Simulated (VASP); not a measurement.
## SiF: relaxation of cell and atoms with HF

SiF:

```
CELL_PARAMETERS angstrom
3.02860 0.00000 0.00000
0.00000 3.02860 0.00000
0.00000 0.00000 3.02860
ATOMIC_POSITIONS crystal
Si 0.50000 0.50000 0.50000
F 0.00000 0.00000 0.00000
```

```
Program                            : VASP 6.6.1
Task                               : relaxation of cell and atoms
Functional                         : HF
Potentials or basis                : VASP PAW PBE potentials, release 64 (Si, F)
Cutoff                             : 600 eV
k mesh                             : 5 × 5 × 5
Occupations                        : fermi-dirac, width 0.05 eV
Spin                               : no spin polarisation
Dipole correction                  : no
Grid for exact exchange (PRECFOCK) : Normal
Further INCAR settings             : ALGO = Normal; EDIFF = 1e-06; IBRION = 2; EDIFFG = -0.01; NSW = 60; ISIF = 3
Share of exact exchange            : 1
```

```json
{
  "Relaxed volume": "15.19 Å³/atom",
  "Relaxed cell": "a = 3.120 Å, b = 3.120 Å, c = 3.120 Å, α = 90.00°, β = 90.00°, γ = 90.00°",
  "Space group after relaxing (to 0.1 Å)": "Pm-3m (No. 221)",
  "Energy gained by relaxing": "24.2 meV/atom",
  "Ionic steps": "3",
  "Pressure after relaxing": "0.0 GPa",
  "Band gap on the k mesh": "zero (an odd number of electrons rules out a gap without spin polarisation)"
}
```

Step by step:
| step | energy change (eV) | largest force (eV/Å) | pressure (GPa) | volume (Å³) |
| --- | --- | --- | --- | --- |
| 1 | 0.0000 | 0.0000 | 6.70 | 27.78 |
| 2 | -0.0484 | 0.0000 | 0.36 | 30.18 |
| 3 | -0.0484 | 0.0000 | 0.02 | 30.38 |

Final structure:
```
CELL_PARAMETERS angstrom
3.12021 0.00000 0.00000
0.00000 3.12021 0.00000
0.00000 0.00000 3.12021
ATOMIC_POSITIONS crystal
Si 0.50000 0.50000 0.50000
F 0.00000 0.00000 0.00000
```

Levels at points of the mesh, in eV from the Fermi level:
```
           k point  band 3  band 4  band 5  band 6  band 7  band 8
(0.00, 0.00, 0.00)  -11.76  -11.76  -11.76    9.57    9.57    9.57
```

It took 11 min on 1 thread of Intel(R) Xeon(R) Platinum 8375C CPU @ 2.90GHz (Ice Lake), on a shared host, peak memory 0.14 GiB.

Caveat: the k points lie up to 0.40 Å⁻¹ apart in the final cell, too coarse for converged energies and pressures of a metal; the PAW data sets were made with another functional, which shifts forces and pressure a little; an odd number of electrons without spin polarisation forces a metal; a magnetic or distorted state may lie lower.
